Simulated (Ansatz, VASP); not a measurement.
GaSb3: VASP beside Ansatz

```
CELL_PARAMETERS angstrom
0.00000 3.75283 3.46386
3.75283 0.00000 3.46386
3.75283 3.75283 0.00000
ATOMIC_POSITIONS crystal
Ga 0.00000 0.00000 0.00000
Sb 0.25000 0.25000 0.25000
Sb 0.75000 0.75000 0.75000
Sb 0.50000 0.50000 0.50000
```

Alike in both runs: task single point; functional LDA; k mesh 10 × 10 × 10; occupations gaussian, width 0.15 eV; no spin polarisation.

|  | VASP | Ansatz |
| --- | --- | --- |
| version | VASP 6.6.1 | Ansatz 0.2.0 |
| potentials or method | VASP PAW LDA potentials, release 64 (Ga_d, Sb), cutoff 520 eV | scalar-relativistic, plane waves, PAW |
| valence electrons in the cell | 28 | 58 |

Ansatz gave:

```
gap on the k mesh at the Fermi level (eV)                     : none
pressure (GPa)                                                : -1.3
traceless stress, the component that is largest in VASP (GPa) : 0.39
```

What did VASP give for the same quantities?

gap on the k mesh at the Fermi level (eV): none; pressure (GPa): -1.3; traceless stress, the component that is largest in VASP (GPa): 0.41.

Ansatz warns that its potentials were made for another functional, while VASP's fit it. LDA's correlation is that of Perdew and Zunger in VASP and of Perdew and Wang (1992) in Ansatz. A gap of «none» marks a metal or a gap that the smearing closes. VASP's potentials hold 28 valence electrons a cell and Ansatz's 58, so a difference there can come from the potentials and not from the codes.

Neither program's run includes spin-orbit coupling.
